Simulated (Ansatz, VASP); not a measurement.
# Two plane-wave programs on SiC

```
Si C
1.0
     0.00000    2.17400    2.00008
     2.17400    0.00000    2.00008
     2.17400    2.17400    0.00000
Si C
1 1
Direct
  0.00000 0.00000 0.00000
  0.75000 0.75000 0.75000
```

Change from the starting cell: strain +0.000 along x and y, -0.080 along z, atoms carried along.

Alike in both runs: task single point; functional r2SCAN; k mesh 12 × 12 × 12; occupations gaussian, width 0.05 eV; no spin polarisation.

```csv
,VASP,Ansatz
version,VASP 6.6.1,Ansatz 0.2.0
potentials or method,"VASP PAW PBE potentials, release 64 (Si, C), cutoff 520 eV","scalar-relativistic, plane waves, PAW"
valence electrons in the cell,8,8
```

```tsv
	VASP	Ansatz	Ansatz less VASP
gap on the k mesh at the Fermi level (eV)	0.79	0.78	-0.012
least direct gap on the mesh (eV)	5.08	5.07	-0.015
pressure (GPa)	23.0	23.3	+0.27
traceless stress, the component that is largest in VASP (GPa)	12.92	12.83	-0.092
```

VASP's potentials were made for PBE, not for r2SCAN.
